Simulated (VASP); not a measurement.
Set up this calculation in VASP 6.6.1, as the native input.

```
Task                   : single point
Functional             : PBE
Potentials or basis    : VASP PAW PBE potentials, release 64 (Ta_pv, Si)
Cutoff                 : 520 eV
k mesh                 : 9 × 9 × 6
Occupations            : gaussian, width 0.15 eV
Spin                   : no spin polarisation
Dipole correction      : no
Further INCAR settings : ALGO = Fast; EDIFF = 1e-06; NBANDS = 38
```

The structure of TaSi2 lies in POSCAR:

```
TaSi2
1.0
    4.8060235202      0.0000000000      0.0000000000
   -2.4030117601      4.1621384597      0.0000000000
    0.0000000000      0.0000000000      6.5995345254
Ta Si
3 6
Direct
    0.4550563997      0.0000000000     -0.0981887431
    0.5000000000      0.5000000000      0.6666666667
    0.0000000000      0.5000000000      0.3333333333
    0.1589152396      0.3178304793      0.0000000000
    0.8410847604      0.1589152396      0.6666666667
    0.6821695207      0.8410847604      0.3333333333
    0.8410847604      0.6821695207      0.0000000000
    0.1589152396      0.8410847604      0.6666666667
    0.3178304793      0.1589152396      0.3333333333
```

This cell differs from its parent crystal: atom 1 (Ta) moved by -0.216 Å along [1 0 0] and -0.648 Å along [0 0 1].

One way to write it, as run:

INCAR

```
SYSTEM = TaSi2
PREC     = Accurate       ! precision mode
ENCUT    = 520            ! plane-wave cutoff, eV
EDIFF    = 1E-6           ! SCF threshold, eV
ISMEAR   = 0              ! smearing method
SIGMA    = 0.15           ! smearing width, eV
LREAL    = .False.        ! projectors in reciprocal space
LASPH    = .True.         ! aspherical terms in the spheres
NELM     = 60             ! most SCF steps
ALGO     = Fast           ! electronic algorithm
ISIF     = 2              ! what is computed and relaxed
LWAVE    = .False.        ! write WAVECAR
LCHARG   = .True.         ! write CHGCAR
GGA      = PE             ! functional
LELF     = .True.         ! ELF
LVHAR    = .True.       
NBANDS   = 38             ! bands
```

KPOINTS

```
regular mesh
0
Gamma
  9 9 6
  0 0 0
```

Potentials or basis: VASP PAW PBE potentials, release 64 (Ta_pv, Si).

Run with:

```bash
$ cat potpaw_PBE.64/Ta_pv/POTCAR potpaw_PBE.64/Si/POTCAR > POTCAR
$ mpirun -np 1 vasp_std > vasp.out
```

Results of the run:

- Pressure: 16.8 GPa
- Largest force: 19.242 eV/Å
- Band gap on the k mesh: zero (an odd number of electrons rules out a gap without spin polarisation)

Caveat: the cell differs from its parent crystal (atom 1 (Ta) moved by -0.216 Å along [1 0 0] and -0.648 Å along [0 0 1]); the stress differs along the axes, from 6 to 30 GPa; spin-orbit coupling is left out, which moves the levels of the heavy elements; forces of over 1 eV/Å act on the atoms, so gaps and moduli don't describe the material at rest.

Wall time 28 min on 1 thread of Oxide Virtual Turin-like Processor, with other jobs on the host, peak memory 0.89 GiB.
